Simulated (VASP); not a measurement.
Set up this calculation in VASP 6.6.1, as the native input.

```
Task                   : single point
Functional             : PBEsol
Potentials or basis    : VASP PAW PBE potentials, release 64 (Pd, Cl)
Cutoff                 : 520 eV
k mesh                 : 2 × 3 × 1
Occupations            : fermi-dirac, width 0.05 eV
Spin                   : no spin polarisation
Dipole correction      : no
Further INCAR settings : LREAL = Auto; ALGO = Normal; EDIFF = 1e-06; NBANDS = 98
```

The structure of Pd16Cl lies in POSCAR:

```
Pd16Cl
1.0
    7.7800000000      0.0000000000      0.0000000000
    0.0000000000      5.5012910000      0.0000000000
    0.0000000000      0.0000000000     15.1259680000
Pd Cl
16 1
Direct
    0.2500000000      0.2499958646      0.0661114713
    0.7500000000      0.2499958646      0.0661114713
    0.2500000000      0.7500057714      0.0661114713
    0.7500000000      0.7500057714      0.0661114713
   -0.0072879177     -0.0171777861      0.1273901941
    0.5107326478     -0.0617854973      0.1501127068
   -0.0182519280      0.4875582840      0.1450485681
    0.5141002571      0.4863403881      0.1527637768
    0.1907197943      0.1889192919      0.2185446908
    0.7724807198      0.1582537626      0.2299753642
    0.2234961440      0.7096334297      0.2324942113
    0.7785218509      0.6788951902      0.2352444485
    0.0121208226     -0.1279517844      0.3162045563
    0.4866838046     -0.2164582822      0.3287855693
    0.0070565553      0.3690406488      0.3330299258
    0.4900642674      0.3054555740      0.3123105906
    0.2633676093      0.1426028908      0.4120000783
```

These files were run (other wordings do the same):

INCAR

```
SYSTEM = Pd16Cl
PREC     = Accurate       ! precision mode
ENCUT    = 520            ! plane-wave cutoff, eV
EDIFF    = 1E-6           ! SCF threshold, eV
ISMEAR   = -1             ! smearing method
SIGMA    = 0.05           ! smearing width, eV
LREAL    = Auto         
LASPH    = .TRUE.         ! aspherical terms in the spheres
NELM     = 100            ! most SCF steps
ALGO     = Normal         ! electronic algorithm
ISIF     = 2              ! what is computed and relaxed
LWAVE    = .FALSE.        ! write WAVECAR
LCHARG   = .TRUE.         ! write CHGCAR
GGA      = PS             ! functional
LELF     = .TRUE.         ! ELF
LVHAR    = .TRUE.       
NBANDS   = 98             ! bands
```

KPOINTS

```
regular mesh
0
G
  2 3 1
  0 0 0
```

Potentials or basis: VASP PAW PBE potentials, release 64 (Pd, Cl).

Run with:

```console
$ cat potpaw_PBE.64/Pd/POTCAR potpaw_PBE.64/Cl/POTCAR > POTCAR
$ mpirun -np 1 vasp_std > vasp.out
```

It gave:

```
Largest force          : 4.039 eV/Å
Band gap on the k mesh : zero (an odd number of electrons rules out a gap without spin polarisation)
```

Caveat: the k points lie up to 0.40 Å⁻¹ apart, too coarse for converged energies and pressures of a metal; the atoms stand as in a frame of molecular dynamics; there is no dipole correction, which matters where the two faces differ; the PAW data sets were made with another functional, which shifts forces and pressure a little.

It took 11 min on 1 thread of Intel(R) Xeon(R) Platinum 8559C (Emerald Rapids) (shared host), peak memory 0.66 GiB.
